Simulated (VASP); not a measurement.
TaN: single point with PBEsol+D3(BJ)

Crystal: TaN.

```xyz
6
Lattice="5.1841 0.0000 0.0000 -2.5920 4.4895 0.0000 0.0000 0.0000 2.8920" Properties=species:S:1:pos:R:3 pbc="T T T"
Ta    0.0000    2.9930    1.4460
Ta    2.5920    1.4965    1.4460
Ta    0.0000    0.0000    0.0000
N     2.0378    0.0000    0.0000
N     1.5731    2.7247    0.0000
N    -1.0189    1.7648    0.0000
```

```yaml
Program: VASP 6.6.1
Task: single point
Functional: PBEsol
Dispersion: D3(BJ)
Potentials_or_basis: VASP PAW PBE potentials, release 64 (Ta_pv, N)
Cutoff: 600 eV
k_mesh: 6 × 6 × 8
Occupations: gaussian, width 0.05 eV
Spin: collinear spin
Starting_moments: "[0.05, 0.05, -0.05, 0.0, 0.0, 0.0] μB"
```

```yaml
Pressure: -5.7 GPa
Largest_force: 0.008 eV/Å
Band_gap_on_the_k_mesh: zero (filled and empty bands overlap)
Net_moment: 0.00 μB per cell
Valence_electrons_inside_the_program's_atomic_spheres: Ta 8.99, 9.00 (each value once); N 3.78
Dispersion_energy_per_atom: -0.441 eV
```

Forces on the atoms (eV/Å):
```
Ta   0.000  0.000  0.000
Ta   0.000  0.000  0.000
Ta   0.000  0.000  0.000
N    0.008  0.000  0.000
N   -0.004 -0.007  0.000
N   -0.004  0.007  0.000
```

Levels at points of the mesh, in eV from the Fermi level:
Spin up:
| k point | band 22 | band 23 | band 24 | band 25 | band 26 | band 27 |
| --- | --- | --- | --- | --- | --- | --- |
| (0.00, 0.00, 0.00) | -3.46 | -2.13 | -1.09 | -1.09 | 0.45 | 0.45 |
| (0.50, 0.00, 0.00) | -4.07 | -3.04 | -2.84 | 1.10 | 1.67 | 1.78 |
| (0.00, 0.00, 0.50) | -3.07 | -3.07 | 1.77 | 1.77 | 1.94 | 2.05 |
| (0.50, 0.00, 0.50) | -3.46 | -2.12 | -1.14 | 0.35 | 1.22 | 3.13 |
Spin down:
```
           k point  band 22  band 23  band 24  band 25  band 26  band 27
(0.00, 0.00, 0.00)    -3.46    -2.13    -1.09    -1.09     0.45     0.45
(0.50, 0.00, 0.00)    -4.07    -3.04    -2.84     1.10     1.67     1.78
(0.00, 0.00, 0.50)    -3.07    -3.07     1.77     1.77     1.94     2.05
(0.50, 0.00, 0.50)    -3.46    -2.12    -1.14     0.35     1.22     3.13
```

Run time: 4.8 min on 1 thread of Intel Xeon 8259CL (shared host), peak memory 0.33 GiB.

Caveat: the cell stands under tension; the PAW data sets were made with another functional, which shifts forces and pressure a little; spin-orbit coupling is left out, which moves the levels of the heavy elements.
